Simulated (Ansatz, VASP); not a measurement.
**One calculation of YZr2O2, two programs**

```xyz
5
Lattice="3.8951 0.0000 0.0000 -1.9475 3.3733 0.0000 0.0000 0.0000 6.2451" Properties=species:S:1:pos:R:3 pbc="T T T"
Y     0.0000    0.0000    0.0000
Zr    0.0000    2.2488    2.3072
Zr    1.9475    1.1244    3.9379
O     0.0000    2.2488    4.7958
O     1.9475    1.1244    1.4493
```

Change from the starting cell: species swapped into the Mn2ZnAs2 type (P-3m1, No. 164).

Alike in both runs: task single point; functional PBE; k mesh 6 × 6 × 4; occupations gaussian, width 0.1 eV; no spin polarisation.

|  | VASP | Ansatz |
| --- | --- | --- |
| version | VASP 6.6.1 | Ansatz 0.2.0 |
| potentials or method | VASP PAW PBE potentials, release 64 (Y_sv, Zr_sv, O), cutoff 520 eV | scalar-relativistic, plane waves, PAW |
| valence electrons in the cell | 47 | 47 |

```csv
,VASP,Ansatz,Ansatz less VASP
gap on the k mesh at the Fermi level (eV),none,none,-
pressure (GPa),-6.6,-6.7,-0.07
"traceless stress, the component that is largest in VASP (GPa)",7.60,7.61,+0.012
rms of the force components (eV/Å),0.725,0.721,-0.0047
```

Atom by atom the forces differ by 0.007 eV/Å (rms over components). A gap of «none» marks a metal or a gap that the smearing closes.
